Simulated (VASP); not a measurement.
# TiAl3 (I4/mmm) in VASP: notebook

The runs below take TiAl3 through single point, with PBEsol, LDA.

Everything below comes from runs of VASP 6.6.1. Logs are shortened: lines on timing, memory, paths and dates and some standing lists are left out, and cuts for length are marked.

## (1) The cell of the first run

Symmetry: I4/mmm, No. 139, tetragonal system. Conventional cell: a = 3.817 Å, b = 3.817 Å, c = 8.547 Å, α = 90.00°, β = 90.00°, γ = 90.00°. Ti (site symmetry 4/mmm) has 12 Al at 2.70 to 2.86 Å within 3.6 Å. Within 3.6 Å of Al (site symmetry -4m2) lie 8 Al at 2.70 to 2.86 Å and 4 Ti at 2.86 Å. Al (site symmetry 4/mmm) has 4 Ti at 2.70 Å and 8 Al at 2.86 Å within 3.6 Å.

## (2) Single point, PBEsol

File INCAR:

```
SYSTEM = TiAl3
PREC = Accurate
ENCUT = 500
EDIFF = 1E-6
ISMEAR = -1
SIGMA = 0.05
LREAL = .FALSE.
LASPH = .TRUE.
NELM = 120
ALGO = Normal
ISIF = 2
LWAVE = .FALSE.
LCHARG = .TRUE.
GGA = PS
LELF = .TRUE.
LVHAR = .TRUE.
NBANDS = 18
GGA_COMPAT = .FALSE.
```

File KPOINTS:

```
Automatic mesh
0
G
  10 10 10
  0 0 0
```

File POSCAR:

```
TiAl3
1.0
   -1.9085787144      1.9085787144      4.2733146755
    1.9085787144     -1.9085787144      4.2733146755
    1.9085787144      1.9085787144     -4.2733146755
Ti Al
1 3
Direct
    0.0000000000      0.0000000000      0.0000000000
    0.2500000000      0.7500000000      0.5000000000
    0.7500000000      0.2500000000      0.5000000000
    0.5000000000      0.5000000000      0.0000000000
```

Potentials or basis: VASP PAW PBE potentials, release 64 (Ti_sv, Al).

On the command line:

```bash
> cat potpaw_PBE.64/Ti_sv/POTCAR potpaw_PBE.64/Al/POTCAR > POTCAR
> mpirun -np 1 vasp_std > vasp.out
```

OUTCAR:

```text
SYSTEM = TiAl3
   PREC = Accurate
   ENCUT = 500
   EDIFF = 1E-6
   ISMEAR = -1
   LREAL = .FALSE.
   LASPH = .TRUE.
   NELM = 120
   ISIF = 2
   GGA = PS

 ion  position               nearest neighbor table
   1  0.000  0.000  0.000-   4 2.70   4 2.70   4 2.70   4 2.70   3 2.86   2 2.86   3 2.86   2 2.86
                             3 2.86   3 2.86   2 2.86   2 2.86
   2  0.250  0.750  0.500-   3 2.70   3 2.70   3 2.70   3 2.70   4 2.86   1 2.86   4 2.86   4 2.86
                             1 2.86   1 2.86   4 2.86   1 2.86
   3  0.750  0.250  0.500-   2 2.70   2 2.70   2 2.70   2 2.70   4 2.86   1 2.86   4 2.86   1 2.86
                             4 2.86   4 2.86   1 2.86   1 2.86
   4  0.500  0.500  0.000-   1 2.70   1 2.70   1 2.70   1 2.70   3 2.86   2 2.86   3 2.86   3 2.86
                             2 2.86   2 2.86   3 2.86   2 2.86

  LATTYP: Found a body centered tetragonal cell.
 ALAT       =     3.8171574288
 C/A-ratio  =     2.2390036330

  Lattice vectors:

 A1 = (  -1.9085787144,   1.9085787144,   4.2733146755)
 A2 = (   1.9085787144,  -1.9085787144,   4.2733146755)
 A3 = (   1.9085787144,   1.9085787144,  -4.2733146755)

Analysis of symmetry for initial positions (statically):
=====================================================================
 Subroutine PRICEL returns:
 Original cell was already a primitive cell.

 Routine SETGRP: Setting up the symmetry group for a
 body centered tetragonal supercell.

 Subroutine GETGRP returns: Found 16 space group operations
 (whereof 16 operations were pure point group operations)
 out of a pool of 16 trial point group operations.

The static configuration has the point symmetry D_4h.

Analysis of symmetry for dynamics (positions and initial velocities):
=====================================================================
 Subroutine PRICEL returns:
 Original cell was already a primitive cell.

 Routine SETGRP: Setting up the symmetry group for a
 body centered tetragonal supercell.

 Subroutine GETGRP returns: Found 16 space group operations
 (whereof 16 operations were pure point group operations)
 out of a pool of 16 trial point group operations.

The dynamic configuration has the point symmetry D_4h.

 Subroutine INISYM returns: Found 16 space group operations
 (whereof 16 operations are pure point group operations),
 and found     1 'primitive' translations

----------------------------------------------------------------------------------------
[... 91 lines left out ...]
   ISPIN  =      1    spin polarized calculation?
   LNONCOLLINEAR =      F non collinear calculations
   LSORBIT =      F    spin-orbit coupling
   LASPH  =      T    aspherical Exc in radial PAW
   ENCUT  =  500.0 eV  36.75 Ry    6.06 a.u.   9.22  9.22  9.22*2*pi/ulx,y,z
   NELM   =    120;   NELMIN=  2; NELMDL= -5     # of ELM steps
   EDIFF  = 0.1E-05   stopping-criterion for ELM
   LREAL  =      F    real-space projection
[... 7 lines left out ...]
   TEBEG  =    0.0;   TEEND  =   0.0 temperature during run
   PSTRESS=    0.0 pullay stress
   NELECT =      21.0000    total number of electrons
   NUPDOWN=      -1.0000    fix difference up-down
   EMIN   =  10.00;   EMAX   =-10.00  energy-range for DOS
   EFERMI =   0.00;   METHOD = LEGACY
   ISMEAR =    -1;   SIGMA  =   0.05  broadening in eV -4-tet -1-fermi 0-gaus
   EFERMI_NEDOS =   21; number of points for ismear=-14 and -15
   IALGO  =     38    algorithm
   IMIX   =      4    mixing-type and parameters
     AMIX     =   0.40;   BMIX     =  1.00
     AMIX_MAG =   1.60;   BMIX_MAG =  1.00
  volume/ion in A,a.u.               =      15.57       105.05
  Fermi-wavevector in a.u.,A,eV,Ry     =   1.139549  2.153435 17.668137  1.298571
  Thomas-Fermi vector in A             =   2.276252
   LORBIT       =      0    0 simple, 1 ext, 2 COOP (PROOUT), +10 PAW based schemes
   GGA     = PS    functional components
   LHFCALC =     F    Hartree Fock is set to
   AEXX    =    0.0000 exact exchange contribution
   IVDW    =     0    specifies the selected vdW correction
   LEPSILON=     F    determine dielectric tensor
   LRPA    =     F    only Hartree local field effects (RPA)
 non-spin polarized calculation
  energy-cutoff  :      500.00
  volume of cell :       62.27
 maximum number of plane-waves:      1598
 NGX is ok and might be reduce to    40
   NGX = 19   NGY = 19   NGZ = 19

 number of electron      20.9999999 magnetization

 Free energy of the ion-electron system (eV)
  ---------------------------------------------------
  ext. energy  EPLUGINS =         0.00000000
  ---------------------------------------------------
  free energy    TOTEN  =       -22.23570382 eV

  energy without entropy =      -22.22229910  energy(sigma->0) =      -22.22900146

 E-fermi :   8.3252     XC(G=0): -10.8955

 val. band max:        8.2865032191   @ k =  -0.1000   0.3000   0.1000
 cond. band min:       8.3252243117   @ k =  -0.3000  -0.3000   0.2000
 fundamental gap:      0.0387210926
 Fermi energy:         8.3252225504

 k-point     1 :       0.0000    0.0000    0.0000
  band No.  band energies     occupation
      1     -47.8627      2.00000
      2     -24.2840      2.00000
      3     -24.2840      2.00000
      4     -24.2046      2.00000
      5      -1.8067      2.00000
      6       5.4665      2.00000
[... 481 lines left out ...]
      5       1.4907      2.00000
      6       2.6134      2.00000
[... 10 lines left out ...]
     17      13.2150      0.00000
     18      14.4309      0.00000

 [... further k-points ...]

------------------------ aborting loop because EDIFF is reached ----------------------------------------

  FORCE on cell =-STRESS in cart. coord.  units (eV):
  Direction    XX          YY          ZZ          XY          YZ          ZX
  --------------------------------------------------------------------------------------
  -------------------------------------------------------------------------------------
  Total        0.0352333      0.0352333      0.0257957      0.0000000     -0.0000000      0.0000000
  in kB        0.9066070      0.9066070      0.6637615      0.0000000     -0.0000000      0.0000000
  external PRESSURE =       0.8256585 kB  Pullay stress =       0.0000000 kB

 VOLUME and BASIS-vectors are now :
 -----------------------------------------------------------------------------
  energy-cutoff  :      500.00
  volume of cell :       62.27
      direct lattice vectors                 reciprocal lattice vectors
    -1.908578714  1.908578714  4.273314675     0.000000000  0.261975048  0.117005191
     1.908578714 -1.908578714  4.273314675     0.261975048  0.000000000  0.117005191
     1.908578714  1.908578714 -4.273314675     0.261975048  0.261975048  0.000000000

 POSITION                                       TOTAL-FORCE (eV/Angst)
 -----------------------------------------------------------------------------------
      0.00000      0.00000      0.00000        -0.000000      0.000000     -0.000000
      1.90858      0.00000      2.13666        -0.000000      0.000000      0.000000
      0.00000      1.90858      2.13666         0.000000     -0.000000     -0.000000
      0.00000      0.00000      4.27331        -0.000000      0.000000     -0.000000
 -----------------------------------------------------------------------------------
    total drift:                               -0.000000     -0.000000     -0.000000

  FREE ENERGIE OF THE ION-ELECTRON SYSTEM (eV)
  ---------------------------------------------------
  free  energy   TOTEN  =       -22.2357038203 eV

  energy  without entropy=      -22.2222991037  energy(sigma->0) =      -22.22900146
```

OSZICAR:

```text
N       E                     dE             d eps       ncg     rms          rms(c)
DAV:   1     0.118072445758E+03    0.11807E+03   -0.89880E+03  3672   0.105E+03
DAV:   2    -0.156473125553E+02   -0.13372E+03   -0.13013E+03  3718   0.281E+02
DAV:   3    -0.241097308483E+02   -0.84624E+01   -0.82837E+01  5814   0.655E+01
DAV:   4    -0.243341590816E+02   -0.22443E+00   -0.22390E+00  4564   0.973E+00
DAV:   5    -0.243416551159E+02   -0.74960E-02   -0.74947E-02  5620   0.180E+00    0.114E+01
DAV:   6    -0.230132568293E+02    0.13284E+01   -0.20398E+01  5034   0.352E+01    0.679E+00
DAV:   7    -0.223282549501E+02    0.68500E+00   -0.78687E+00  4676   0.201E+01    0.319E+00
DAV:   8    -0.222916796330E+02    0.36575E-01   -0.11479E+00  4634   0.856E+00    0.185E+00
DAV:   9    -0.222359109833E+02    0.55769E-01   -0.39836E-01  4660   0.486E+00    0.275E-01
DAV:  10    -0.222379471044E+02   -0.20361E-02   -0.10357E-02  4516   0.683E-01    0.354E-01
DAV:  11    -0.222357599264E+02    0.21872E-02   -0.75725E-03  5108   0.600E-01    0.819E-02
DAV:  12    -0.222357047959E+02    0.55131E-04   -0.55807E-04  4916   0.166E-01    0.492E-02
DAV:  13    -0.222357058720E+02   -0.10762E-05   -0.90261E-06  4080   0.228E-02    0.625E-02
DAV:  14    -0.222357041241E+02    0.17479E-05   -0.38727E-06  4390   0.152E-02    0.163E-02
DAV:  15    -0.222357038203E+02    0.30381E-06   -0.46062E-07  2142   0.479E-03
   1 F= -.22235704E+02 E0= -.22229001E+02  d E =-.134047E-01
```

stdout:

```text
POSCAR found type information on POSCAR TiAl
 POSCAR found :  2 types and       4 ions
 scaLAPACK will be used
 -----------------------------------------------------------------------------
|                                                                             |
|                                                                             |
|     You enforced a specific xc type in the INCAR file but a different       |
|     I HOPE YOU KNOW WHAT YOU ARE DOING!                                     |
|                                                                             |
 -----------------------------------------------------------------------------

 LDA part: xc-table for (Slater+PW92), standard interpolation
 POSCAR, INCAR and KPOINTS ok, starting setup
 FFT: planning ... GRIDC
 FFT: planning ... GRID_SOFT
 FFT: planning ... GRID
 WAVECAR not read
 entering main loop
```

Run time: 5.4 min. Hardware: 1 thread of Intel Xeon 8259CL, shared host; peak memory 0.3 GiB.

What came out:

```yaml
Free_energy: -22.2357 eV
Pressure: 0.1 GPa
Band_gap_on_the_k_mesh: zero (an odd number of electrons rules out a gap without spin polarisation)
```

Caveat: the PAW data sets were made with another functional, which shifts forces and pressure a little.

(Part 1 of 2 ends here.)
